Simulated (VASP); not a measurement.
## Al2Au: electric field gradients with LDA

The system is Al2Au.

```
Al Au
1.0
     0.00000    3.00000    3.03000
     3.00000    0.00000    3.03000
     3.00000    3.00000    0.00000
Al Au
2 1
Direct
  0.25000 0.25000 0.25000
  0.75000 0.75000 0.75000
  0.00000 0.00000 0.00000
```

This cell differs from its parent crystal: zz strain of +1 %.

```json
{"Program": "VASP 6.6.1", "Task": "electric field gradients", "Functional": "LDA", "Potentials or basis": "VASP PAW LDA potentials, release 64 (Al, Au)", "Cutoff": "400 eV", "k mesh": "11 × 11 × 11", "Occupations": "fermi-dirac, width 0.05 eV", "Spin": "no spin polarisation", "Dipole correction": "no", "Further INCAR settings": "ALGO = Normal; EDIFF = 1e-08; NBANDS = 16"}
```

| Quantity | Value |
| --- | --- |
| Pressure | -3.4 GPa |

Stress tensor (GPa, compression positive):
```
-3.22  0.00  0.00
 0.00 -3.22  0.00
 0.00  0.00 -3.71
```

Levels at points of the mesh, in eV from the Fermi level:
```csv
k point,band 6,band 7,band 8,band 9,band 10,band 11,band 12,band 13
"(0.00, 0.00, 0.00)",-5.64,2.00,2.86,2.93,2.93,3.79,3.79,3.92
```

Electric field gradients, principal values (V/Å²):
```csv
atom,least,middle,greatest (by size)
1 Al,-0.138,-0.138,0.275
2 Al,-0.138,-0.138,0.275
3 Au,5.033,5.034,-10.067
```

Wall time 46 s on 1 thread of AMD EPYC 9R45 96-Core Processor (Zen 5), on a shared host, peak memory 0.16 GiB.

Caveat: the cell differs from its parent crystal (zz strain of +1 %); without QUAD_EFG the Cq values of the log hold for a quadrupole moment of 1 mb, not for the nuclei; spin-orbit coupling is left out, which moves the levels of the heavy elements.
